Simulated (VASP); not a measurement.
# Ti5Al11 (P4mm) in VASP: single point with PBEsol

Aim: the single point of Ti5Al11 with PBEsol.

Program: VASP 6.6.1. These are calculated values, not measurements. Logs are shortened: lines on timing, memory, paths and dates and some standing lists are left out, and cuts for length are marked.

### Step 1. The cell of the first run

The structure is tetragonal, space group P4mm (No. 99). The conventional cell has a = 3.895 Å, b = 3.895 Å, c = 16.382 Å, α = 90.00°, β = 90.00°, γ = 90.00°. Within 3.6 Å of Ti (site symmetry 4mm) lie 12 Al at 2.75 to 2.84 Å. Within 3.6 Å of Ti (site symmetry 4mm) lie 12 Al at 2.76 to 2.89 Å. Within 3.6 Å of Ti (site symmetry 4mm) lie 8 Al at 2.73 to 2.88 Å and 4 Ti at 2.76 Å. Ti (site symmetry 4mm) has 12 Al at 2.75 to 2.92 Å within 3.6 Å. Within 3.6 Å of Ti (site symmetry 4mm) lie 8 Al at 2.72 to 2.90 Å and 4 Ti at 2.76 Å. Al (site symmetry 2mm) has 6 Ti at 2.73 to 2.90 Å and 6 Al at 2.75 to 2.85 Å within 3.6 Å. Within 3.6 Å of Al (site symmetry 2mm) lie 4 Ti at 2.75 to 2.79 Å and 8 Al at 2.75 to 2.84 Å. Al (site symmetry 2mm) has 6 Ti at 2.72 to 2.88 Å and 6 Al at 2.75 to 2.82 Å within 3.6 Å.

### Step 2. Single point, PBEsol

Contents of INCAR:

```
PREC = Accurate ; ENCUT = 520
EDIFF = 1E-6 ; ISMEAR = 0
SIGMA = 0.1 ; LREAL = Auto
LASPH = True ; NELM = 80
ALGO = Fast ; ISIF = 2
LWAVE = False ; LCHARG = False
GGA = PS ; NBANDS = 60
```

Contents of KPOINTS:

```
regular mesh
0
Gamma
  10 10 4
```

Contents of POSCAR:

```
Ti5Al11
1.0
    3.8954837260      0.0000000000      0.0000000000
    0.0000000000      3.8954837260      0.0000000000
    0.0000000000      0.0000000000     16.3815944980
Ti Al
5 11
Direct
    0.5000000000      0.5000000000      0.3762067089
    0.0000000000      0.0000000000      0.8798432910
    0.0000000000      0.0000000000      0.1197856661
    0.5000000000      0.5000000000      0.6164854254
    0.5000000000      0.5000000000      0.1336437486
    0.5000000000      0.0000000000      0.0027819248
    0.0000000000      0.5000000000      0.4981397968
    0.5000000000      0.0000000000      0.4981397968
    0.0000000000      0.5000000000      0.0027819248
    0.0000000000      0.5000000000      0.2496476909
    0.5000000000      0.0000000000      0.7493178356
    0.5000000000      0.0000000000      0.2496476909
    0.0000000000      0.5000000000      0.7493178356
    0.0000000000      0.0000000000      0.6242099674
    0.0000000000      0.0000000000      0.3738761780
    0.5000000000      0.5000000000      0.8761754985
```

Potentials or basis: VASP PAW PBE potentials, release 64 (Ti_sv, Al).

The run is started by

```console
$ cat potpaw_PBE.64/Ti_sv/POTCAR potpaw_PBE.64/Al/POTCAR > POTCAR
$ mpirun -np 1 vasp_std > vasp.out
```

OUTCAR:

```text
PREC = Accurate
   ENCUT = 520
   EDIFF = 1E-6
   ISMEAR = 0
   LREAL = Auto
   LASPH = True
   NELM = 80
   ISIF = 2
   GGA = PS

 ion  position               nearest neighbor table
   1  0.500  0.500  0.376-  15 2.75  15 2.75  15 2.75  15 2.75   8 2.79   7 2.79   7 2.79   8 2.79
                            12 2.84  10 2.84  12 2.84  10 2.84
   2  0.000  0.000  0.880-  16 2.76  16 2.76  16 2.76  16 2.76   9 2.80   6 2.80   6 2.80   9 2.80
                            13 2.89  11 2.89  13 2.89  11 2.89
   3  0.000  0.000  0.120-   6 2.73   9 2.73   9 2.73   6 2.73   5 2.76   5 2.76   5 2.76   5 2.76
                            10 2.88  12 2.88  12 2.88  10 2.88
   4  0.500  0.500  0.616-   7 2.75   8 2.75   8 2.75   7 2.75  14 2.76  14 2.76  14 2.76  14 2.76
                            13 2.92  13 2.92  11 2.92  11 2.92
   5  0.500  0.500  0.134-  10 2.72  12 2.72  12 2.72  10 2.72   3 2.76   3 2.76   3 2.76   3 2.76
                             6 2.90   9 2.90   6 2.90   9 2.90
   6  0.500  0.000  0.003-   3 2.73   3 2.73   9 2.75   9 2.75   9 2.75   9 2.75   2 2.80   2 2.80
                            16 2.85  16 2.85   5 2.90   5 2.90
   7  0.000  0.500  0.498-   4 2.75   4 2.75   8 2.75   8 2.75   8 2.75   8 2.75   1 2.79   1 2.79
                            15 2.82  15 2.82  14 2.84  14 2.84
   8  0.500  0.000  0.498-   4 2.75   4 2.75   7 2.75   7 2.75   7 2.75   7 2.75   1 2.79   1 2.79
                            15 2.82  15 2.82  14 2.84  14 2.84
   9  0.000  0.500  0.003-   3 2.73   3 2.73   6 2.75   6 2.75   6 2.75   6 2.75   2 2.80   2 2.80
                            16 2.85  16 2.85   5 2.90   5 2.90
  10  0.000  0.500  0.250-   5 2.72   5 2.72  12 2.75  12 2.75  12 2.75  12 2.75  15 2.82  15 2.82
                             1 2.84   1 2.84   3 2.88   3 2.88
  11  0.500  0.000  0.749-  13 2.75  13 2.75  13 2.75  13 2.75  14 2.83  14 2.83  16 2.85  16 2.85
                             2 2.89   2 2.89   4 2.92   4 2.92
  12  0.500  0.000  0.250-   5 2.72   5 2.72  10 2.75  10 2.75  10 2.75  10 2.75  15 2.82  15 2.82
                             1 2.84   1 2.84   3 2.88   3 2.88
  13  0.000  0.500  0.749-  11 2.75  11 2.75  11 2.75  11 2.75  14 2.83  14 2.83  16 2.85  16 2.85
                             2 2.89   2 2.89   4 2.92   4 2.92
  14  0.000  0.000  0.624-   4 2.76   4 2.76   4 2.76   4 2.76  13 2.83  13 2.83  11 2.83  11 2.83
                             7 2.84   8 2.84   7 2.84   8 2.84
  15  0.000  0.000  0.374-   1 2.75   1 2.75   1 2.75   1 2.75  10 2.82  12 2.82  12 2.82  10 2.82
                             7 2.82   8 2.82   7 2.82   8 2.82
  16  0.500  0.500  0.876-   2 2.76   2 2.76   2 2.76   2 2.76   6 2.85   9 2.85   9 2.85   6 2.85
                            11 2.85  13 2.85  13 2.85  11 2.85

  LATTYP: Found a simple tetragonal cell.
 ALAT       =     3.8954837260
 C/A-ratio  =     4.2052786381

  Lattice vectors:

 A1 = (   3.8954837260,   0.0000000000,   0.0000000000)
 A2 = (   0.0000000000,   3.8954837260,   0.0000000000)
 A3 = (   0.0000000000,   0.0000000000,  16.3815944980)

Analysis of symmetry for initial positions (statically):
=====================================================================
 Subroutine PRICEL returns:
 Original cell was already a primitive cell.

 Routine SETGRP: Setting up the symmetry group for a
 simple tetragonal supercell.

 Subroutine GETGRP returns: Found  8 space group operations
 (whereof  8 operations were pure point group operations)
 out of a pool of 16 trial point group operations.

The static configuration has the point symmetry C_4v.

Analysis of symmetry for dynamics (positions and initial velocities):
=====================================================================
 Subroutine PRICEL returns:
 Original cell was already a primitive cell.

 Routine SETGRP: Setting up the symmetry group for a
 simple tetragonal supercell.

 Subroutine GETGRP returns: Found  8 space group operations
 (whereof  8 operations were pure point group operations)
 out of a pool of 16 trial point group operations.

The dynamic configuration has the point symmetry C_4v.

 Subroutine INISYM returns: Found  8 space group operations
 (whereof  8 operations are pure point group operations),
 and found     1 'primitive' translations

----------------------------------------------------------------------------------------

                                     Primitive cell

  volume of cell :     248.5873

  direct lattice vectors                    reciprocal lattice vectors
     3.895483726  0.000000000  0.000000000     0.256707529  0.000000000  0.000000000
     0.000000000  3.895483726  0.000000000     0.000000000  0.256707529  0.000000000
     0.000000000  0.000000000 16.381594498     0.000000000  0.000000000  0.061044119

  length of vectors
     3.895483726  3.895483726 16.381594498     0.256707529  0.256707529  0.061044119

  position of ions in fractional coordinates (direct lattice)
     0.500000000  0.500000000  0.376206709
     0.000000000  0.000000000  0.879843291
     0.000000000  0.000000000  0.119785666
     0.500000000  0.500000000  0.616485425
     0.500000000  0.500000000  0.133643749
     0.500000000  0.000000000  0.002781925
[... 8 lines left out ...]
     0.000000000  0.000000000  0.373876178
     0.500000000  0.500000000  0.876175498

  ion indices of the primitive-cell ions
   primitive index   ion index
                 1           1
                 2           2
                 3           3
                 4           4
                 5           5
                 6           6
[... 8 lines left out ...]
                15          15
                16          16

----------------------------------------------------------------------------------------

 KPOINTS: regular mesh

Automatic generation of k-mesh.
 Grid dimensions read from file:
 generate k-points for:   10   10    4

 Generating k-lattice:

  Cartesian coordinates                     Fractional coordinates (reciprocal lattice)
     0.025670753  0.000000000  0.000000000     0.100000000  0.000000000  0.000000000
     0.000000000  0.025670753  0.000000000     0.000000000  0.100000000  0.000000000
     0.000000000  0.000000000  0.015261030     0.000000000  0.000000000  0.250000000

  Length of vectors
     0.025670753  0.025670753  0.015261030

  Shift w.r.t. Gamma in fractional coordinates (k-lattice)
     0.000000000  0.000000000  0.000000000

 Subroutine IBZKPT returns following result:
 ===========================================

 Found     63 irreducible k-points:

 Following reciprocal coordinates:
            Coordinates               Weight
  0.000000  0.000000  0.000000      1.000000
  0.100000  0.000000  0.000000      4.000000
  0.200000  0.000000  0.000000      4.000000
  0.300000  0.000000  0.000000      4.000000
  0.400000  0.000000  0.000000      4.000000
  0.500000  0.000000  0.000000      2.000000
[... 16 lines left out ...]
  0.100000  0.000000  0.250000      8.000000
  0.200000  0.000000  0.250000      8.000000
 [... further k-points ...]
   k-points           NKPTS =     63   k-points in BZ     NKDIM =     63   number of bands    NBANDS=     60
   number of dos      NEDOS =    301   number of ions     NIONS =     16
   total plane-waves  NPLWV = 113400
   dimension x,y,z NGX =    30 NGY =   30 NGZ =  126
   dimension x,y,z NGXF=    60 NGYF=   60 NGZF=  252
   ions per type =               5  11
   NGX,Y,Z   is equivalent  to a cutoff of  12.80, 12.80, 12.79 a.u.
   NGXF,Y,Z  is equivalent  to a cutoff of  25.61, 25.61, 25.57 a.u.
 SYSTEM =  unknown system
   PREC   = accura    normal or accurate (medium, high low for compatibility)
   ISTART =      0    job   : 0-new  1-cont  2-samecut
   ICHARG =      2    charge: 1-file 2-atom 10-const
   ISPIN  =      1    spin polarized calculation?
   LNONCOLLINEAR =      F non collinear calculations
   LSORBIT =      F    spin-orbit coupling
   LASPH  =      T    aspherical Exc in radial PAW
   ENCUT  =  520.0 eV  38.22 Ry    6.18 a.u.   7.24  7.24 30.46*2*pi/ulx,y,z
   NELM   =     80;   NELMIN=  2; NELMDL= -5     # of ELM steps
   EDIFF  = 0.1E-05   stopping-criterion for ELM
   LREAL  =      T    real-space projection
   EDIFFG = 0.1E-04   stopping-criterion for IOM
   NSW    =      0    number of steps for IOM
   IBRION =     -1    ionic relax: 0-MD 1-quasi-New 2-CG
   NFREE  =      0    steps in history (QN), initial steepest desc. (CG)
   ISIF   =      2    stress and relaxation
   ISYM   =      2    0-nonsym 1-usesym 2-fastsym
   POTIM  = 0.5000    time-step for ionic-motion
   TEBEG  =    0.0;   TEEND  =   0.0 temperature during run
   PSTRESS=    0.0 pullay stress
   NELECT =      93.0000    total number of electrons
   NUPDOWN=      -1.0000    fix difference up-down
   EMIN   =  10.00;   EMAX   =-10.00  energy-range for DOS
   EFERMI =   0.00;   METHOD = LEGACY
   ISMEAR =     0;   SIGMA  =   0.10  broadening in eV -4-tet -1-fermi 0-gaus
   EFERMI_NEDOS =   21; number of points for ismear=-14 and -15
   IALGO  =     68    algorithm
   IMIX   =      4    mixing-type and parameters
     AMIX     =   0.40;   BMIX     =  1.00
     AMIX_MAG =   1.60;   BMIX_MAG =  1.00
  volume/ion in A,a.u.               =      15.54       104.85
  Fermi-wavevector in a.u.,A,eV,Ry     =   1.179622  2.229162 18.932613  1.391508
  Thomas-Fermi vector in A             =   2.315929
   LORBIT       =      0    0 simple, 1 ext, 2 COOP (PROOUT), +10 PAW based schemes
   GGA     = PS    functional components
   LHFCALC =     F    Hartree Fock is set to
   AEXX    =    0.0000 exact exchange contribution
   IVDW    =     0    specifies the selected vdW correction
   LEPSILON=     F    determine dielectric tensor
   LRPA    =     F    only Hartree local field effects (RPA)
 non-spin polarized calculation
 RMM-DIIS sequential band-by-band and
 Gauss-broadening in eV      SIGMA  =   0.10
  energy-cutoff  :      520.00
  volume of cell :      248.59
 maximum number of plane-waves:      6744
 NGX is ok and might be reduce to    30
   NGX = 15   NGY = 15   NGZ = 61

 number of electron      92.9999998 magnetization

 Free energy of the ion-electron system (eV)
  ---------------------------------------------------
  ext. energy  EPLUGINS =         0.00000000
  ---------------------------------------------------
  free energy    TOTEN  =       -93.37341795 eV

  energy without entropy =      -93.34231058  energy(sigma->0) =      -93.35786426

 E-fermi :   8.7186     XC(G=0): -11.0053

 val. band max:        8.7142893711   @ k =   0.3000   0.1000   0.2500
 cond. band min:       8.7298355185   @ k =   0.1000   0.1000   0.5000
 fundamental gap:      0.0155461474
 Fermi energy:         8.7186083453

 k-point     1 :       0.0000    0.0000    0.0000
  band No.  band energies     occupation
      1     -47.9144      2.00000
      2     -47.7465      2.00000
      3     -47.6925      2.00000
      4     -47.5749      2.00000
      5     -47.4260      2.00000
      6     -24.3426      2.00000
[... 50 lines left out ...]
     57      10.5480      0.00000
     58      10.5540      0.00000

 k-point     2 :       0.1000    0.0000    0.0000
  band No.  band energies     occupation
      1     -47.9143      2.00000
      2     -47.7464      2.00000
      3     -47.6924      2.00000
      4     -47.5712      2.00000
      5     -47.4296      2.00000
      6     -24.3424      2.00000
[... 50 lines left out ...]
     57      10.5621      0.00000
     58      10.8105      0.00000

 k-point     3 :       0.2000    0.0000    0.0000
  band No.  band energies     occupation
      1     -47.9140      2.00000
      2     -47.7461      2.00000
      3     -47.6921      2.00000
      4     -47.5606      2.00000
      5     -47.4400      2.00000
      6     -24.3418      2.00000
[... 1216 lines left out ...]
      3     -47.6924      2.00000
      4     -47.5712      2.00000
      5     -47.4296      2.00000
      6     -24.3424      2.00000
[... 50 lines left out ...]
     57      10.6474      0.00000
     58      10.8141      0.00000

 k-point    24 :       0.2000    0.0000    0.2500
  band No.  band energies     occupation
      1     -47.9140      2.00000
      2     -47.7461      2.00000
      3     -47.6921      2.00000
      4     -47.5606      2.00000
      5     -47.4400      2.00000
      6     -24.3418      2.00000
[... 50 lines left out ...]
     57      10.5947      0.00000
     58      10.6761      0.00000

 [... further k-points ...]

 [bands above 58 left out]

------------------------ aborting loop because EDIFF is reached ----------------------------------------

  FORCE on cell =-STRESS in cart. coord.  units (eV):
  Direction    XX          YY          ZZ          XY          YZ          ZX
  --------------------------------------------------------------------------------------
  -------------------------------------------------------------------------------------
  Total        0.1734989      0.1734989      0.0875748      0.0000000      0.0000000      0.0000000
  in kB        1.1182229      1.1182229      0.5644312      0.0000000      0.0000000      0.0000000
  external PRESSURE =       0.9336257 kB  Pullay stress =       0.0000000 kB

 VOLUME and BASIS-vectors are now :
 -----------------------------------------------------------------------------
  energy-cutoff  :      520.00
  volume of cell :      248.59
      direct lattice vectors                 reciprocal lattice vectors
     3.895483726  0.000000000  0.000000000     0.256707529  0.000000000  0.000000000
     0.000000000  3.895483726  0.000000000     0.000000000  0.256707529  0.000000000
     0.000000000  0.000000000 16.381594498     0.000000000  0.000000000  0.061044119

 POSITION                                       TOTAL-FORCE (eV/Angst)
 -----------------------------------------------------------------------------------
      1.94774      1.94774      6.16287         0.000000      0.000000     -0.003644
      0.00000      0.00000     14.41324        -0.000000     -0.000000      0.018778
      0.00000      0.00000      1.96228        -0.000000     -0.000000     -0.033383
      1.94774      1.94774     10.09901        -0.000000     -0.000000      0.012298
      1.94774      1.94774      2.18930        -0.000000     -0.000000      0.003444
      1.94774      0.00000      0.04557        -0.000000     -0.000000     -0.001595
[... 8 lines left out ...]
      0.00000      0.00000      6.12469        -0.000000     -0.000000     -0.002427
      1.94774      1.94774     14.35315        -0.000000     -0.000000     -0.002350
 -----------------------------------------------------------------------------------
    total drift:                               -0.000000      0.000000     -0.002964

  FREE ENERGIE OF THE ION-ELECTRON SYSTEM (eV)
  ---------------------------------------------------
  free  energy   TOTEN  =       -93.3734179501 eV

  energy  without entropy=      -93.3423105783  energy(sigma->0) =      -93.35786426
```

It took 80 min on 1 thread of Intel Xeon Platinum 8259CL at 2.50GHz (Skylake/Cascade Lake), shared host; peak memory 0.7 GiB.

What came out:

```yaml
Free_energy: -93.3734 eV
Pressure: 0.1 GPa
Largest_force: 0.033 eV/Å
Band_gap_on_the_k_mesh: zero (an odd number of electrons rules out a gap without spin polarisation)
```

Forces on the atoms (eV/Å):
```
Ti   0.000  0.000 -0.004
Ti   0.000  0.000  0.019
Ti   0.000  0.000 -0.033
Ti   0.000  0.000  0.012
Ti   0.000  0.000  0.003
Al   0.000  0.000 -0.002
Al   0.000  0.000  0.005
Al   0.000  0.000  0.005
Al   0.000  0.000 -0.002
Al   0.000  0.000  0.001
Al   0.000  0.000 -0.004
Al   0.000  0.000  0.001
Al   0.000  0.000 -0.004
Al   0.000  0.000  0.006
Al   0.000  0.000 -0.002
Al   0.000  0.000 -0.002
```

Caveat: the PAW data sets were made with another functional, which shifts forces and pressure a little.
